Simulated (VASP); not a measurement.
# HPbNO4 (P1) in VASP: settings compared

Aim: see how the results for HPbNO4 move with the level of theory and the settings. Levels: r2SCAN+rVV10, HSE06, PBEsol+D3(BJ), PBE. Tasks: single point.

All numbers are computed with VASP 6.6.1; they aren't measurements. Logs are shortened: lines on timing, memory, paths and dates and some standing lists are left out, and cuts for length are marked.

### 1 The cell of the first run

The typed cell holds 7 atoms: a = 3.826 Å, b = 5.443 Å, c = 5.744 Å, α = 115.75°, β = 106.25°, γ = 89.85°.

### 2 Single point, r2SCAN+rVV10

Contents of POSCAR:

```
HPbNO4
1.0
    3.8083980842      0.1590458306     -0.3274935971
   -0.2333424550      5.4329867590     -0.2369551770
   -1.0754702590     -2.3218551378      5.1430208820
H Pb N O
1 1 1 4
Direct
    0.2116375417      0.6655610659      0.5847103634
    0.6057218621      0.5284830302      0.1403460934
    0.8714656648      0.9510886417      0.9458177078
   -0.0689787485      0.1014930048      0.8444140150
    0.7217323732      0.0374857559      0.1321466087
   -0.0445219734      0.7114416337      0.8628768035
    0.1991432801      0.6230468678      0.4003484082
```

Contents of INCAR.step1:

```
SYSTEM = HPbNO4
PREC = Accurate
ENCUT = 520
ISMEAR = -1
SIGMA = 0.05
LREAL = .False.
LASPH = .True.
NELM = 80
NBANDS = 31
GGA = PE
ALGO = Normal
EDIFF = 1E-4
LWAVE = .True.
LCHARG = .False.
```

Contents of INCAR.step2:

```
SYSTEM = HPbNO4
PREC = Accurate
ENCUT = 520
EDIFF = 1E-6
ISMEAR = -1
SIGMA = 0.05
LREAL = .False.
LASPH = .True.
NELM = 80
ALGO = Normal
ISIF = 2
LWAVE = .False.
LCHARG = .False.
METAGGA = R2SCAN
LMIXTAU = .True.
LUSE_VDW = .True.
IVDW_NL = 2
BPARAM = 11.95
CPARAM = 0.0093
NBANDS = 31
ISTART = 1
```

Contents of KPOINTS:

```
Automatic mesh
0
Gamma
  5 4 4
  0 0 0
```

Potentials or basis: VASP PAW PBE potentials, release 64 (H, Pb_d, N, O).

Started as:

```
cat potpaw_PBE.64/H/POTCAR potpaw_PBE.64/Pb_d/POTCAR potpaw_PBE.64/N/POTCAR potpaw_PBE.64/O/POTCAR > POTCAR
cp INCAR.step1 INCAR
mpirun -np 1 vasp_std > vasp.out
cp INCAR.step2 INCAR
mpirun -np 1 vasp_std > vasp.out
```

OUTCAR:

```text
SYSTEM = HPbNO4
   PREC = Accurate
   ENCUT = 520
   EDIFF = 1E-6
   ISMEAR = -1
   LREAL = .False.
   LASPH = .True.
   NELM = 80
   ISIF = 2
   METAGGA = R2SCAN
   IVDW_NL = 2
   BPARAM = 11.95
   ISTART = 1

 ion  position               nearest neighbor table
   1  0.212  0.666  0.585-   7 0.97
   2  0.606  0.528  0.140-   7 2.26   7 2.35   5 2.69   4 2.75   6 2.81   5 2.83   6 2.98   4 3.02

   3  0.871  0.951  0.946-   4 1.25   6 1.26   5 1.26
   4  0.931  0.101  0.844-   3 1.25   2 2.75   2 3.02
   5  0.722  0.037  0.132-   3 1.26   2 2.69   2 2.83
   6  0.955  0.711  0.863-   3 1.26   2 2.81   2 2.98
   7  0.199  0.623  0.400-   1 0.97   2 2.26   2 2.35

  LATTYP: Found a triclinic cell.
 ALAT       =     5.7444156667
 B/A-ratio  =     0.9475559911
 C/A-ratio  =     0.6659964647
 COS(alpha) =     0.0025467587
 COS(beta)  =     0.2798140866
 COS(gamma) =     0.4343875657

  Lattice vectors:

 A1 = (   1.0754702590,   2.3218551378,  -5.1430208820)
 A2 = (  -0.2333424550,   5.4329867590,  -0.2369551770)
 A3 = (   3.8083980842,   0.1590458306,  -0.3274935971)

Analysis of symmetry for initial positions (statically):
=====================================================================
 Subroutine PRICEL returns:
 Original cell was already a primitive cell.

 Routine SETGRP: Setting up the symmetry group for a
 triclinic supercell.

 Subroutine GETGRP returns: Found  1 space group operations
 (whereof  1 operations were pure point group operations)
 out of a pool of  2 trial point group operations.

The static configuration has the point symmetry C_1 .

Analysis of symmetry for dynamics (positions and initial velocities):
=====================================================================
 Subroutine PRICEL returns:
 Original cell was already a primitive cell.

 Routine SETGRP: Setting up the symmetry group for a
 triclinic supercell.

 Subroutine GETGRP returns: Found  1 space group operations
 (whereof  1 operations were pure point group operations)
 out of a pool of  2 trial point group operations.

The dynamic configuration has the point symmetry C_1 .

 Subroutine INISYM returns: Found  1 space group operations
 (whereof  1 operations are pure point group operations),
 and found     1 'primitive' translations

----------------------------------------------------------------------------------------

[... 105 lines left out ...]
   NSW    =      0    number of steps for IOM
   IBRION =     -1    ionic relax: 0-MD 1-quasi-New 2-CG
   NFREE  =      0    steps in history (QN), initial steepest desc. (CG)
   ISIF   =      2    stress and relaxation
   ISYM   =      2    0-nonsym 1-usesym 2-fastsym
   POTIM  = 0.5000    time-step for ionic-motion
   TEBEG  =    0.0;   TEEND  =   0.0 temperature during run
   PSTRESS=    0.0 pullay stress
   NELECT =      44.0000    total number of electrons
   NUPDOWN=      -1.0000    fix difference up-down
   EMIN   =  10.00;   EMAX   =-10.00  energy-range for DOS
   EFERMI =   0.00;   METHOD = LEGACY
   ISMEAR =    -1;   SIGMA  =   0.05  broadening in eV -4-tet -1-fermi 0-gaus
   EFERMI_NEDOS =   21; number of points for ismear=-14 and -15
   IALGO  =     38    algorithm
   IMIX   =      4    mixing-type and parameters
     AMIX     =   0.40;   BMIX     =  1.00
     AMIX_MAG =   1.60;   BMIX_MAG =  1.00
  volume/ion in A,a.u.               =      14.64        98.78
  Fermi-wavevector in a.u.,A,eV,Ry     =   1.235119  2.334036 20.755932  1.525518
  Thomas-Fermi vector in A             =   2.369781
   LORBIT       =      0    0 simple, 1 ext, 2 COOP (PROOUT), +10 PAW based schemes
   METAGGA = R2SCAN    functional components
   LHFCALC =     F    Hartree Fock is set to
   AEXX    =    0.0000 exact exchange contribution
   IVDW_NL    =     2    kernel type
   BPARAM     =11.9500
   IVDW    =     0    specifies the selected vdW correction
   LEPSILON=     F    determine dielectric tensor
   LRPA    =     F    only Hartree local field effects (RPA)
 non-spin polarized calculation
  energy-cutoff  :      520.00
  volume of cell :      102.46
 maximum number of plane-waves:      2782
   NGX = 15   NGY = 21   NGZ = 21

 number of electron      43.9999992 magnetization

 Free energy of the ion-electron system (eV)
  ---------------------------------------------------
  ext. energy  EPLUGINS =         0.00000000
  ---------------------------------------------------
  free energy    TOTEN  =       -96.55734941 eV

  energy without entropy =      -96.55734941  energy(sigma->0) =      -96.55734941

 E-fermi :   1.4774     XC(G=0):  -9.1212

 val. band max:        0.3200979408   @ k =  -0.4000   0.5000   0.2500
 cond. band min:       3.5793676503   @ k =   0.2000   0.0000   0.5000
 fundamental gap:      3.2592697095
 Fermi energy:         1.4773994772

 k-point     1 :       0.0000    0.0000    0.0000
  band No.  band energies     occupation
      1     -27.3056      2.00000
      2     -21.5321      2.00000
      3     -21.3214      2.00000
      4     -18.5302      2.00000
      5     -15.1825      2.00000
      6     -15.1593      2.00000
[... 805 lines left out ...]
     30      11.2455      0.00000
     31      11.9446      0.00000

 [... further k-points ...]

------------------------ aborting loop because EDIFF is reached ----------------------------------------

  FORCE on cell =-STRESS in cart. coord.  units (eV):
  Direction    XX          YY          ZZ          XY          YZ          ZX
  --------------------------------------------------------------------------------------
  -------------------------------------------------------------------------------------
  Total        0.4013925      0.9955524      0.6670593     -0.0836031     -0.1203041     -0.4893234
  in kB        6.2766613     15.5676658     10.4309499     -1.3073199     -1.8812217     -7.6516555
  external PRESSURE =      10.7584257 kB  Pullay stress =       0.0000000 kB

 VOLUME and BASIS-vectors are now :
 -----------------------------------------------------------------------------
  energy-cutoff  :      520.00
  volume of cell :      102.46
      direct lattice vectors                 reciprocal lattice vectors
     3.808398084  0.159045831 -0.327493597     0.267343240  0.014200019  0.062315534
    -0.233342455  5.432986759 -0.236955177    -0.000562012  0.187727908  0.084633640
    -1.075470259 -2.321855138  5.143020882     0.016997798  0.009553435  0.202305676

 POSITION                                       TOTAL-FORCE (eV/Angst)
 -----------------------------------------------------------------------------------
      0.02186      2.29203      2.78016        -0.031906     -0.034445      0.153645
      2.03257      2.64172      0.39821        -0.041143      0.014315     -0.052654
      2.07976      3.10980      4.35360        -0.016040     -0.032829      0.030944
      2.61387     -1.26112      4.01389         0.150411      0.518534     -0.277281
      2.59778      0.01162      0.43439        -0.330478      0.000282      0.409058
      2.54483      2.01374      3.95630         0.219561     -0.487935     -0.181614
      0.18247      2.48713      1.84615         0.049596      0.022078     -0.082098
 -----------------------------------------------------------------------------------
    total drift:                               -0.000447     -0.000044     -0.000087

  FREE ENERGIE OF THE ION-ELECTRON SYSTEM (eV)
  ---------------------------------------------------
  free  energy   TOTEN  =       -96.5573494098 eV

  energy  without entropy=      -96.5573494098  energy(sigma->0) =      -96.55734941
```

It took 8.4 min on 1 thread of Intel Xeon Platinum 8259CL at 2.50GHz (Skylake/Cascade Lake), shared host; peak memory 0.52 GiB.

What came out:

| Property | Result |
| --- | --- |
| Free energy | -96.5573 eV |
| Pressure | 1.1 GPa |
| Largest force | 0.607 eV/Å |
| Band gap on the k mesh | 3.26 eV (least direct gap 3.31 eV) |

Forces on the atoms (eV/Å):
```
H   -0.032 -0.034  0.154
Pb  -0.041  0.014 -0.053
N   -0.016 -0.033  0.031
O    0.150  0.519 -0.277
O   -0.330  0.000  0.409
O    0.220 -0.488 -0.182
O    0.050  0.022 -0.082
```

Stress tensor (GPa, compression positive):
```
 0.63 -0.13 -0.77
-0.13  1.56 -0.19
-0.77 -0.19  1.04
```

Levels at points of the mesh, in eV from the valence-band top:
```tsv
k point	band 18	band 19	band 20	band 21	band 22	band 23	band 24	band 25	band 26	band 27
(0.00, 0.00, 0.00)	-2.33	-2.19	-1.68	-0.99	-0.77	3.58	4.96	6.49	6.55	8.74
(0.00, 0.50, 0.00)	-2.30	-1.79	-1.32	-1.07	-0.93	3.63	4.62	5.37	8.21	8.81
(0.00, 0.00, 0.50)	-2.16	-1.73	-1.42	-1.02	-0.79	3.33	4.35	6.48	7.78	8.88
(0.00, 0.50, 0.50)	-2.34	-1.75	-1.18	-0.93	-0.91	3.60	4.42	5.38	8.42	8.83
```

Caveat: the standard files for N, O and F lose accuracy on very short bonds; the PAW data sets were made with another functional, which shifts forces and pressure a little; spin-orbit coupling is left out, which moves the levels of the heavy elements.

### 3 Single point, HSE06

This run uses another cell than the first one, of 17.65 Å³/atom.

Contents of POSCAR:

```
HPbNO4
1.0
    3.8540400000      0.1438400000      0.0901200000
   -0.2532000000      5.5269800000      0.1647100000
   -0.4819700000     -1.9272000000      5.7202500000
H Pb N O
1 1 1 4
Direct
    0.1091300000      0.6571800000      0.5446300000
    0.6102900000      0.5212700000      0.1510000000
    0.9158000000      0.9626300000      0.9586700000
    0.0138400000      0.1363900000      0.8808400000
    0.7239800000      0.0105700000      0.1285800000
    0.0038900000      0.7373200000      0.8704300000
    0.1192700000      0.5932400000      0.3765100000
```

Contents of INCAR.step1:

```
PREC = Accurate ; ENCUT = 1000
EDIFF = 1E-5 ; ISMEAR = -1
SIGMA = 0.05 ; LREAL = F
LASPH = T ; NELM = 120
ALGO = Normal ; ISIF = 2
LWAVE = T ; LCHARG = F
NBANDS = 31 ; GGA = PE
GGA_COMPAT = F
```

Contents of INCAR.step2:

```
PREC = Accurate ; ENCUT = 1000
EDIFF = 1E-6 ; ISMEAR = -1
SIGMA = 0.05 ; LREAL = F
LASPH = T ; NELM = 120
ALGO = Normal ; ISIF = 2
LWAVE = F ; LCHARG = F
GGA = PE ; LHFCALC = T
HFSCREEN = 0.2079 ; PRECFOCK = Normal
NBANDS = 31 ; ISTART = 1
GGA_COMPAT = F
```

Contents of KPOINTS:

```
Automatic mesh
0
Gamma
  3 2 2
```

Potentials or basis: VASP PAW PBE potentials, release 64 (H_h, Pb_d, N_h, O_h).

Started as:

```
cat potpaw_PBE.64/H_h/POTCAR potpaw_PBE.64/Pb_d/POTCAR potpaw_PBE.64/N_h/POTCAR potpaw_PBE.64/O_h/POTCAR > POTCAR
cp INCAR.step1 INCAR
mpirun -np 1 vasp_std > vasp.out
cp INCAR.step2 INCAR
mpirun -np 1 vasp_std > vasp.out
```

OUTCAR:

```text
PREC = Accurate
   ENCUT = 1000
   EDIFF = 1E-6
   ISMEAR = -1
   LREAL = F
   LASPH = T
   NELM = 120
   ISIF = 2
   GGA = PE
   LHFCALC = T
   HFSCREEN = 0.2079
   PRECFOCK = Normal
   ISTART = 1

 ion  position               nearest neighbor table
   1  0.109  0.657  0.545-   7 0.98
   2  0.610  0.521  0.151-   7 2.28   7 2.38   5 2.78   5 2.83
   3  0.916  0.963  0.959-   4 1.25   6 1.27   5 1.28
   4  0.014  0.136  0.881-   3 1.25
   5  0.724  0.011  0.129-   3 1.28   2 2.78   2 2.83
   6  0.004  0.737  0.870-   3 1.27
   7  0.119  0.593  0.377-   1 0.98   2 2.28   2 2.38

  LATTYP: Found a triclinic cell.
 ALAT       =     6.9506566964
 B/A-ratio  =     0.5550232440
 C/A-ratio  =     0.7963604173
 COS(alpha) =     0.0077737674
 COS(beta)  =     0.2535091708
 COS(gamma) =     0.4946358889

  Lattice vectors:

 A1 = (  -3.3720700000,   1.7833600000,  -5.8103700000)
 A2 = (  -3.8540400000,  -0.1438400000,  -0.0901200000)
 A3 = (  -0.2532000000,   5.5269800000,   0.1647100000)
[... 175 lines left out ...]

 E-fermi :  -0.0913     XC(G=0):  -6.2786

 val. band max:       -1.2488115992   @ k =   0.3333   0.5000   0.5000
 cond. band min:       3.2364824910   @ k =   0.3333  -0.0000   0.5000
 fundamental gap:      4.4852940903
 Fermi energy:        -0.0912669849

 k-point     1 :       0.0000    0.0000    0.0000
  band No.  band energies     occupation
      1     -29.1622      2.00000
      2     -23.4105      2.00000
      3     -23.1559      2.00000
      4     -20.5038      2.00000
      5     -17.5804      2.00000
      6     -17.5548      2.00000
[... 261 lines left out ...]
     30      10.6412      0.00000
     31      11.2092      0.00000

------------------------ aborting loop because EDIFF is reached ----------------------------------------

  FORCE on cell =-STRESS in cart. coord.  units (eV):
  Direction    XX          YY          ZZ          XY          YZ          ZX
  --------------------------------------------------------------------------------------
  -------------------------------------------------------------------------------------
  Total       -1.9817555     -2.9826219     -2.6009025     -0.0633504      0.0088872      1.3993031
  in kB      -25.6985704    -38.6773848    -33.7274093     -0.8215017      0.1152453     18.1455741
  external PRESSURE =     -32.7011215 kB  Pullay stress =       0.0000000 kB

 VOLUME and BASIS-vectors are now :
 -----------------------------------------------------------------------------
  energy-cutoff  :     1000.00
  volume of cell :      123.55
      direct lattice vectors                 reciprocal lattice vectors
     3.854040000  0.143840000  0.090120000     0.258457951  0.011080161  0.025509840
    -0.253200000  5.526980000  0.164710000    -0.008065233  0.178786348  0.059555063
    -0.481970000 -1.927200000  5.720250000    -0.003839658 -0.005322572  0.172700798

 POSITION                                       TOTAL-FORCE (eV/Angst)
 -----------------------------------------------------------------------------------
     -0.00830      2.59831      3.23350         0.086091     -0.019238     -0.588193
      2.14732      2.67783      1.00462         0.052420      0.002635      0.186951
      2.82374      3.60462      5.72492         0.007550     -0.015297      0.016652
     -0.40573     -0.94174      5.06234        -0.466772     -1.319621      0.532979
      2.72560     -0.08524      0.80250         0.989648      0.116794     -1.145257
     -0.59122      2.39822      5.10087        -0.525414      1.209511      0.655165
      0.12800      2.57037      2.26219        -0.143524      0.025217      0.341702
 -----------------------------------------------------------------------------------
    total drift:                                0.000943     -0.001059     -0.000596

  FREE ENERGIE OF THE ION-ELECTRON SYSTEM (eV)
  ---------------------------------------------------
  free  energy   TOTEN  =       -51.5096044508 eV

  energy  without entropy=      -51.5096044508  energy(sigma->0) =      -51.50960445
```

It took 44 min on 1 thread of Intel Xeon Platinum 8259CL at 2.50GHz (Skylake/Cascade Lake), shared host; peak memory 0.63 GiB.

What came out:

- Free energy: -51.5096 eV
- Pressure: -3.3 GPa
- Largest force: 1.518 eV/Å
- Band gap on the k mesh: 4.49 eV (least direct gap 4.63 eV)

Forces in eV/Å, atoms in the order of the input:
```
H    0.086 -0.019 -0.588
Pb   0.052  0.003  0.187
N    0.008 -0.015  0.017
O   -0.467 -1.320  0.533
O    0.990  0.117 -1.145
O   -0.525  1.210  0.655
O   -0.144  0.025  0.342
```

Stress tensor (GPa, compression positive):
```
-2.57 -0.08  1.81
-0.08 -3.87  0.01
 1.81  0.01 -3.37
```

Caveat: the k points lie up to 0.59 Å⁻¹ apart; the PAW data sets were made with another functional, which shifts forces and pressure a little; spin-orbit coupling is left out, which moves the levels of the heavy elements. A k mesh can miss the band edges.

(Continued in part 2 of 2.)
